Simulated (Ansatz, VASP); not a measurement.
**One calculation of Ge, two programs**

POSCAR

```
Ge
1.0
    1.4057701617     -2.5854312495      0.0000000000
    1.4057701617      2.5854312495      0.0000000000
    0.0000000000      0.0000000000      2.5751717511
Ge
1
Direct
    0.5000000000      0.5000000000      0.0000000000
```

Contents of INCAR.step1:

```
SYSTEM = Ge
PREC = Accurate ; ENCUT = 520
ISMEAR = 0 ; SIGMA = 0.15
LREAL = .FALSE. ; LASPH = .TRUE.
NELM = 60 ; NBANDS = 13
GGA = PE ; ALGO = Normal
EDIFF = 1E-4 ; LWAVE = .TRUE.
LCHARG = .FALSE.
```

File INCAR.step2:

```
SYSTEM = Ge
PREC = Accurate ; ENCUT = 520
EDIFF = 1E-6 ; ISMEAR = 0
SIGMA = 0.15 ; LREAL = .FALSE.
LASPH = .TRUE. ; NELM = 60
ALGO = Normal ; ISIF = 2
LWAVE = .FALSE. ; LCHARG = .FALSE.
METAGGA = R2SCAN ; LMIXTAU = .TRUE.
NBANDS = 13 ; ISTART = 1
```

KPOINTS

```
regular mesh
0
G
  28 28 24
  0 0 0
```

Input for Ansatz:

```yaml
crystal:
  lattice:
    - [1.4057701617, -2.5854312495, 0.0]
    - [1.4057701617, 2.5854312495, 0.0]
    - [0.0, 0.0, 2.5751717511]
  atoms:
    - { symbol: Ge, position: [0.5, 0.5, 0.0] }
basis:
  ecutwfc: 500
kpoints:
  mp_grid: { grid: [28, 28, 24] }
hamiltonian:
  xc: r2scan
scf:
  occupations: { method: gaussian, width: 0.15 }
output:
  forces: true
  stress: true
  eigenvalues: true
```

Alike in both runs: task single point; functional r2SCAN; k mesh 28 × 28 × 24; occupations gaussian, width 0.15 eV; no spin polarisation.

```csv
,VASP,Ansatz
version,VASP 6.6.1,Ansatz 0.2.0
potentials or method,"VASP PAW PBE potentials, release 64 (Ge_d), cutoff 520 eV","scalar-relativistic, plane waves, PAW"
valence electrons in the cell,14,14
```

|  | VASP | Ansatz | Ansatz less VASP |
| --- | --- | --- | --- |
| gap on the k mesh at the Fermi level (eV) | none | none | - |
| pressure (GPa) | 0.0 | 0.2 | +0.19 |
| traceless stress, the component that is largest in VASP (GPa) | 5.31 | 5.27 | -0.041 |

VASP's potentials were made for PBE, not for r2SCAN. A gap of «none» marks a metal or a gap that the smearing closes.
